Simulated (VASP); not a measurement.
# Mg (P6_3/mmc) in VASP: a series of runs

Runs on Mg. Level: PBEsol. Tasks: single point.

Everything below comes from runs of VASP 6.6.1. Logs are shortened: lines on timing, memory, paths and dates and some standing lists are left out, and cuts for length are marked.

**1. The cell of the first run**

Symmetry: P6_3/mmc, No. 194, hexagonal system. The conventional cell has a = 2.902 Å, b = 2.902 Å, c = 5.530 Å, α = 90.00°, β = 90.00°, γ = 120.00°. Mg (site symmetry -6m2) has 12 Mg at 2.90 to 3.23 Å within 3.8 Å.

**2. Single point, PBEsol**

The input, INCAR:

```
SYSTEM = Mg
ALGO = Normal
EDIFF = 1E-6
ENCUT = 600
GGA = PS
GGA_COMPAT = .False.
ISIF = 2
ISMEAR = 0
LASPH = .True.
LCHARG = .False.
LREAL = .False.
LWAVE = .False.
NBANDS = 9
NELM = 120
PREC = Accurate
SIGMA = 0.1
```

The input, KPOINTS:

```
k-points
0
Gamma
  6 6 4
  0 0 0
```

The input, POSCAR:

```
Mg
1.0
    2.9023274024      0.0000000000      0.0000000000
   -1.4511637012      2.5134892606      0.0000000000
    0.0000000000      0.0000000000      5.5304982871
Mg
2
Direct
    0.3333333333      0.6666666667      0.2500000000
    0.6666666667      0.3333333333      0.7500000000
```

Potentials or basis: VASP PAW PBE potentials, release 64 (Mg).

Run with:

```
$ cat potpaw_PBE.64/Mg/POTCAR > POTCAR
$ mpirun -np 1 vasp_std > vasp.out
```

OUTCAR:

```text
SYSTEM = Mg
   EDIFF = 1E-6
   ENCUT = 600
   GGA = PS
   ISIF = 2
   ISMEAR = 0
   LASPH = .True.
   LREAL = .False.
   NELM = 120
   PREC = Accurate

 ion  position               nearest neighbor table
   1  0.333  0.667  0.250-   2 3.23   2 3.23   2 3.23   2 3.23   2 3.23   2 3.23
   2  0.667  0.333  0.750-   1 3.23   1 3.23   1 3.23   1 3.23   1 3.23   1 3.23

  LATTYP: Found a hexagonal cell.
 ALAT       =     2.9023274024
 C/A-ratio  =     1.9055390796

  Lattice vectors:

 A1 = (   2.9023274024,   0.0000000000,   0.0000000000)
 A2 = (  -1.4511637012,   2.5134892606,   0.0000000000)
 A3 = (   0.0000000000,   0.0000000000,   5.5304982871)

Analysis of symmetry for initial positions (statically):
=====================================================================
 Subroutine PRICEL returns:
 Original cell was already a primitive cell.

 Routine SETGRP: Setting up the symmetry group for a
 hexagonal supercell.

 Subroutine GETGRP returns: Found 24 space group operations
 (whereof 12 operations were pure point group operations)
 out of a pool of 24 trial point group operations.

The static configuration has the point symmetry D_3d.
 The point group associated with its full space group is D_6h.

Analysis of symmetry for dynamics (positions and initial velocities):
=====================================================================
 Subroutine PRICEL returns:
 Original cell was already a primitive cell.

 Routine SETGRP: Setting up the symmetry group for a
 hexagonal supercell.

 Subroutine GETGRP returns: Found 24 space group operations
 (whereof 12 operations were pure point group operations)
 out of a pool of 24 trial point group operations.

The dynamic configuration has the point symmetry D_3d.
 The point group associated with its full space group is D_6h.

 Subroutine INISYM returns: Found 24 space group operations
 (whereof 12 operations are pure point group operations),
 and found     1 'primitive' translations

----------------------------------------------------------------------------------------

                                     Primitive cell

  volume of cell :      40.3448

  direct lattice vectors                    reciprocal lattice vectors
     2.902327402  0.000000000  0.000000000     0.344551066  0.198926651  0.000000000
    -1.451163701  2.513489261  0.000000000     0.000000000  0.397853301  0.000000000
     0.000000000  0.000000000  5.530498287     0.000000000  0.000000000  0.180815534

  length of vectors
     2.902327402  2.902327402  5.530498287     0.397853301  0.397853301  0.180815534

  position of ions in fractional coordinates (direct lattice)
     0.333333333  0.666666667  0.250000000
     0.666666667  0.333333333  0.750000000

  ion indices of the primitive-cell ions
   primitive index   ion index
                 1           1
                 2           2

----------------------------------------------------------------------------------------

 KPOINTS: k-points

Automatic generation of k-mesh.
 Grid dimensions read from file:
 generate k-points for:    6    6    4

 Generating k-lattice:

  Cartesian coordinates                     Fractional coordinates (reciprocal lattice)
     0.057425178  0.033154442  0.000000000     0.166666667  0.000000000  0.000000000
     0.000000000  0.066308884  0.000000000     0.000000000  0.166666667  0.000000000
     0.000000000  0.000000000  0.045203883     0.000000000  0.000000000  0.250000000

  Length of vectors
     0.066308884  0.066308884  0.045203883

  Shift w.r.t. Gamma in fractional coordinates (k-lattice)
     0.000000000  0.000000000  0.000000000

 Subroutine IBZKPT returns following result:
 ===========================================

 Found     21 irreducible k-points:

 Following reciprocal coordinates:
            Coordinates               Weight
  0.000000  0.000000  0.000000      1.000000
  0.166667  0.000000  0.000000      6.000000
  0.333333 -0.000000  0.000000      6.000000
  0.500000  0.000000  0.000000      3.000000
  0.166667  0.166667  0.000000      6.000000
  0.333333  0.166667  0.000000     12.000000
[... 13 lines left out ...]
  0.333333  0.166667  0.500000     12.000000
  0.333333  0.333333  0.500000      2.000000
   k-points           NKPTS =     21   k-points in BZ     NKDIM =     21   number of bands    NBANDS=      9
   number of dos      NEDOS =    301   number of ions     NIONS =      2
   total plane-waves  NPLWV =  27648
   dimension x,y,z NGX =    24 NGY =   24 NGZ =   48
   dimension x,y,z NGXF=    48 NGYF=   48 NGZF=   96
   ions per type =               2
   NGX,Y,Z   is equivalent  to a cutoff of  13.75, 13.75, 14.43 a.u.
   NGXF,Y,Z  is equivalent  to a cutoff of  27.49, 27.49, 28.86 a.u.
 SYSTEM =  Mg
   PREC   = accura    normal or accurate (medium, high low for compatibility)
   ISTART =      0    job   : 0-new  1-cont  2-samecut
   ICHARG =      2    charge: 1-file 2-atom 10-const
   ISPIN  =      1    spin polarized calculation?
   LNONCOLLINEAR =      F non collinear calculations
   LSORBIT =      F    spin-orbit coupling
   LASPH  =      T    aspherical Exc in radial PAW
   ENCUT  =  600.0 eV  44.10 Ry    6.64 a.u.   5.80  5.80 11.05*2*pi/ulx,y,z
   NELM   =    120;   NELMIN=  2; NELMDL= -5     # of ELM steps
   EDIFF  = 0.1E-05   stopping-criterion for ELM
   LREAL  =      F    real-space projection
   EDIFFG = 0.1E-04   stopping-criterion for IOM
   NSW    =      0    number of steps for IOM
   IBRION =     -1    ionic relax: 0-MD 1-quasi-New 2-CG
   NFREE  =      0    steps in history (QN), initial steepest desc. (CG)
   ISIF   =      2    stress and relaxation
   ISYM   =      2    0-nonsym 1-usesym 2-fastsym
   POTIM  = 0.5000    time-step for ionic-motion
   TEBEG  =    0.0;   TEEND  =   0.0 temperature during run
   PSTRESS=    0.0 pullay stress
   NELECT =       4.0000    total number of electrons
   NUPDOWN=      -1.0000    fix difference up-down
   EMIN   =  10.00;   EMAX   =-10.00  energy-range for DOS
   EFERMI =   0.00;   METHOD = LEGACY
   ISMEAR =     0;   SIGMA  =   0.10  broadening in eV -4-tet -1-fermi 0-gaus
   EFERMI_NEDOS =   21; number of points for ismear=-14 and -15
   IALGO  =     38    algorithm
   IMIX   =      4    mixing-type and parameters
     AMIX     =   0.40;   BMIX     =  1.00
     AMIX_MAG =   1.60;   BMIX_MAG =  1.00
  volume/ion in A,a.u.               =      20.17       136.13
  Fermi-wavevector in a.u.,A,eV,Ry     =   0.757703  1.431851  7.811290  0.574114
  Thomas-Fermi vector in A             =   1.856108
   LORBIT       =      0    0 simple, 1 ext, 2 COOP (PROOUT), +10 PAW based schemes
   GGA     = PS    functional components
   LHFCALC =     F    Hartree Fock is set to
   AEXX    =    0.0000 exact exchange contribution
   IVDW    =     0    specifies the selected vdW correction
   LEPSILON=     F    determine dielectric tensor
   LRPA    =     F    only Hartree local field effects (RPA)
 non-spin polarized calculation
 Gauss-broadening in eV      SIGMA  =   0.10
  energy-cutoff  :      600.00
  volume of cell :       40.34
 maximum number of plane-waves:      1360
 NGX is ok and might be reduce to    24
   NGX = 11   NGY = 11   NGZ = 23

 number of electron       4.0000000 magnetization

 Free energy of the ion-electron system (eV)
  ---------------------------------------------------
  ext. energy  EPLUGINS =         0.00000000
  ---------------------------------------------------
  free energy    TOTEN  =        -3.20224927 eV

  energy without entropy =       -3.19830188  energy(sigma->0) =       -3.20027557

 E-fermi :   3.2857     XC(G=0):  -8.9421

 val. band max:        3.2474042128   @ k =   0.5000   0.0000   0.5000
 cond. band min:       3.3321628040   @ k =   0.3333   0.3333   0.2500
 fundamental gap:      0.0847585912
 Fermi energy:         3.2856534981

 k-point     1 :       0.0000    0.0000    0.0000
  band No.  band energies     occupation
      1      -4.2114      2.00000
      2       0.5748      2.00000
      3       0.6246      2.00000
      4      13.4189      0.00000
      5      14.5499      0.00000
      6      16.8206      0.00000
      7      16.8206      0.00000
      8      17.5192      0.00000
      9      17.5192      0.00000

 k-point     2 :       0.1667    0.0000    0.0000
  band No.  band energies     occupation
      1      -3.5500      2.00000
      2       1.2191      2.00000
      3       1.2305      2.00000
      4      11.3153      0.00000
      5      13.9974      0.00000
      6      14.3332      0.00000
      7      14.7186      0.00000
      8      14.9953      0.00000
      9      16.0301      0.00000

 k-point     3 :       0.3333   -0.0000    0.0000
  band No.  band energies     occupation
      1      -1.5999      2.00000
      2       3.0009      1.99994
      3       3.0548      1.99891
      4       6.1481      0.00000
      5      10.1031      0.00000
      6      10.4134      0.00000
      7      13.1981      0.00000
      8      14.1473      0.00000
      9      16.2385      0.00000

 k-point     4 :       0.5000    0.0000    0.0000
  band No.  band energies     occupation
      1       1.3747      2.00000
      2       1.6758      2.00000
      3       5.9395      0.00000
      4       6.0739      0.00000
      5       6.1522      0.00000
      6       6.7162      0.00000
      7      12.6879      0.00000
      8      13.7052      0.00000
      9      16.3875      0.00000
[... 169 lines left out ...]
 k-point    19 :       0.1667    0.1667    0.5000
  band No.  band energies     occupation
      1      -1.0469      2.00000
      2      -1.0469      2.00000
      3       7.8979      0.00000
      4       7.8979      0.00000
      5       9.4030      0.00000
      6       9.4030      0.00000
      7      11.5622      0.00000
      8      11.5622      0.00000
      9      18.3696      0.00000

 k-point    20 :       0.3333    0.1667    0.5000
  band No.  band energies     occupation
      1       1.4388      2.00000
      2       1.4388      2.00000
      3       5.1947      0.00000
      4       5.1947      0.00000
      5       8.7604      0.00000
      6       8.7604      0.00000
      7      11.2470      0.00000
      8      11.2470      0.00000
      9      14.5101      0.00000

 k-point    21 :       0.3333    0.3333    0.5000
  band No.  band energies     occupation
      1       3.9120      0.00000
      2       3.9120      0.00000
      3       4.1653      0.00000
      4       4.1653      0.00000
      5       5.9085      0.00000
      6       5.9085      0.00000
      7      13.3173      0.00000
      8      13.3173      0.00000
      9      13.5709      0.00000

------------------------ aborting loop because EDIFF is reached ----------------------------------------

  FORCE on cell =-STRESS in cart. coord.  units (eV):
  Direction    XX          YY          ZZ          XY          YZ          ZX
  --------------------------------------------------------------------------------------
  -------------------------------------------------------------------------------------
  Total        2.4203795      2.4203795      0.3297730      0.0000000      0.0000000     -0.0000000
  in kB       96.1183585     96.1183585     13.0959795      0.0000000      0.0000000     -0.0000000
  external PRESSURE =      68.4442322 kB  Pullay stress =       0.0000000 kB

 VOLUME and BASIS-vectors are now :
 -----------------------------------------------------------------------------
  energy-cutoff  :      600.00
  volume of cell :       40.34
      direct lattice vectors                 reciprocal lattice vectors
     2.902327402  0.000000000  0.000000000     0.344551066  0.198926651  0.000000000
    -1.451163701  2.513489261  0.000000000     0.000000000  0.397853301  0.000000000
     0.000000000  0.000000000  5.530498287     0.000000000  0.000000000  0.180815534

 POSITION                                       TOTAL-FORCE (eV/Angst)
 -----------------------------------------------------------------------------------
     -0.00000      1.67566      1.38262        -0.000000     -0.000000      0.000000
      1.45116      0.83783      4.14787         0.000000      0.000000      0.000000
 -----------------------------------------------------------------------------------
    total drift:                               -0.000000      0.000000     -0.000000

  FREE ENERGIE OF THE ION-ELECTRON SYSTEM (eV)
  ---------------------------------------------------
  free  energy   TOTEN  =        -3.2022492665 eV

  energy  without entropy=       -3.1983018783  energy(sigma->0) =       -3.20027557
```

Run time: 14 s. Hardware: 1 thread of Intel Xeon 8259CL, shared host; peak memory 0.16 GiB.

What came out:

```yaml
Free_energy: -3.2022 eV
Pressure: 6.8 GPa
Band_gap_on_the_k_mesh: zero (bands 2 and 3 overlap by 3.29 eV)
```

Stress tensor (GPa, compression positive):
```
9.61 0.00 0.00
0.00 9.61 0.00
0.00 0.00 1.31
```

Caveat: the k points lie up to 0.42 Å⁻¹ apart, too coarse for converged energies and pressures of a metal; the PAW data sets were made with another functional, which shifts forces and pressure a little.

**3. Single point, PBEsol**

This run uses another cell than the first one, of 22.50 Å³/atom.

The input, INCAR:

```
SYSTEM = Mg
  ALGO = Normal
  EDIFF = 1E-6
  ENCUT = 600
  GGA = PS
  GGA_COMPAT = .FALSE.
  ISIF = 2
  ISMEAR = 0
  LASPH = .TRUE.
  LCHARG = .TRUE.
  LELF = .TRUE.
  LREAL = .FALSE.
  LVHAR = .TRUE.
  LWAVE = .FALSE.
  NBANDS = 9
  NELM = 120
  PREC = Accurate
  SIGMA = 0.1
```

The input, KPOINTS:

```
k-points
0
G
  18 18 8
  0 0 0
```

The input, POSCAR:

```
Mg
1.0
    3.1891797503      0.0000000000      0.0000000000
   -1.5945898751      2.7619106810      0.0000000000
    0.0000000000      0.0000000000      5.1096257985
Mg
2
Direct
    0.3333333333      0.6666666667      0.2500000000
    0.6666666667      0.3333333333      0.7500000000
```

Potentials or basis: VASP PAW PBE potentials, release 64 (Mg).

Run with:

```
$ cat potpaw_PBE.64/Mg/POTCAR > POTCAR
$ mpirun -np 1 vasp_std > vasp.out
```

Wall time 1.8 min (1 thread of Intel Xeon 8259CL, shared host); peak memory 0.24 GiB.

Results (log left out):

```
Free energy            : -3.4509 eV
Pressure               : -0.1 GPa
Band gap on the k mesh : zero (bands 2 and 3 overlap by 2.14 eV)
```

Levels at points of the mesh, in eV from the Fermi level:
```tsv
k point	band 1	band 2	band 3	band 4	band 5	band 6
(0.00, 0.00, 0.00)	-7.03	-1.66	-1.12	10.89	10.89	11.02
(0.50, 0.00, 0.00)	-2.22	-2.20	2.70	3.04	3.42	3.79
(0.00, 0.00, 0.50)	-5.59	-5.59	5.29	5.29	11.65	11.65
(0.50, 0.00, 0.50)	-1.15	-1.15	-0.47	-0.47	8.03	8.03
```

Caveat: the PAW data sets were made with another functional, which shifts forces and pressure a little.

**4. Single point, PBEsol**

This run uses another cell than the first one, of 22.50 Å³/atom.

The input, INCAR:

```
ALGO     = Normal         # electronic algorithm
EDIFF    = 1E-6           # SCF threshold, eV
ENCUT    = 600            # plane-wave cutoff, eV
GGA      = PS             # functional
GGA_COMPAT= False        
ISIF     = 2              # what is computed and relaxed
ISMEAR   = 0              # smearing method
LASPH    = True           # aspherical terms in the spheres
LCHARG   = True           # write CHGCAR
LELF     = True           # ELF
LREAL    = False          # projectors in reciprocal space
LVHAR    = True         
LWAVE    = False          # write WAVECAR
NBANDS   = 9              # bands
NELM     = 120            # most SCF steps
PREC     = Accurate       # precision mode
SIGMA    = 0.1            # smearing width, eV
```

The input, KPOINTS:

```
k-points
0
Gamma
  18 18 8
```

POSCAR is that of step 3.

Run with:

```
$ cat potpaw_PBE.64/Mg/POTCAR > POTCAR
$ mpirun -np 1 vasp_std > vasp.out
```

Run time: 70 s. Hardware: 1 thread of Intel Xeon 8259CL, shared host; peak memory 0.24 GiB.

Results (log left out):

* Free energy: -3.4509 eV
* Pressure: -0.1 GPa
* Band gap on the k mesh: zero (bands 2 and 3 overlap by 2.14 eV)

Levels at points of the mesh, in eV from the Fermi level:
```tsv
k point	band 1	band 2	band 3	band 4	band 5	band 6	band 7
(0.00, 0.00, 0.00)	-7.03	-1.66	-1.12	10.89	10.89	11.02	11.02
(0.50, 0.00, 0.00)	-2.22	-2.20	2.70	3.04	3.42	3.79	6.83
(0.00, 0.00, 0.50)	-5.59	-5.59	5.29	5.29	11.65	11.65	11.65
(0.50, 0.00, 0.50)	-1.15	-1.15	-0.47	-0.47	8.03	8.03	8.09
```

Caveat: the PAW data sets were made with another functional, which shifts forces and pressure a little.
